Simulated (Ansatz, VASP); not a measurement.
**One calculation of OsPdC4N4, two programs**

```
Pd Os C N
1.0
     5.96462    0.00000    0.00000
     0.00000    5.96462    0.00000
     0.00000    0.00000    5.96462
Pd Os C N
1 1 4 4
Direct
  0.50000 0.50000 0.50000
  0.00000 0.00000 0.00000
  0.18572 0.18572 0.18572
  0.18572 0.81428 0.81428
  0.81428 0.18572 0.81428
  0.81428 0.81428 0.18572
  0.30055 0.30055 0.30055
  0.30055 0.69945 0.69945
  0.69945 0.30055 0.69945
  0.69945 0.69945 0.30055
```

Alike in both runs: functional PBE; k mesh 4 × 4 × 4; occupations gaussian, width 0.1 eV; collinear spin.

Ansatz relaxed the structure, and its values are those at the end. VASP's run is a single point on that final structure, the one shown.

|  | VASP | Ansatz |
| --- | --- | --- |
| version | VASP 6.6.1 | Ansatz 0.2.0 |
| potentials or method | VASP PAW PBE potentials, release 64 (Pd, Os, C, N), cutoff 520 eV | scalar-relativistic, plane waves, PAW |
| valence electrons in the cell | 54 | 70 |

VASP gave:

| Quantity | Value |
| --- | --- |
| gap on the k mesh at the Fermi level (eV) | 0.34 |
| least direct gap on the mesh (eV) | 0.56 |
| pressure (GPa) | 0.7 |
| rms of the force components (eV/Å) | 0.091 |
| net moment per atom (μB) | 0.00 |

Which values does Ansatz return?

gap on the k mesh at the Fermi level (eV): 0.34; least direct gap on the mesh (eV): 0.57; pressure (GPa): 0.2; rms of the force components (eV/Å): 0.027; net moment per atom (μB): 0.00.

The functional is the same, so the differences come from potentials, cutoffs and numerics. VASP's potentials hold 54 valence electrons a cell and Ansatz's 70, so a difference there can come from the potentials and not from the codes. Ansatz's warnings: seeded moment not kept.

Neither program's run includes spin-orbit coupling. Noted on VASP's run: the standard files for N, O and F lose accuracy on very short bonds.
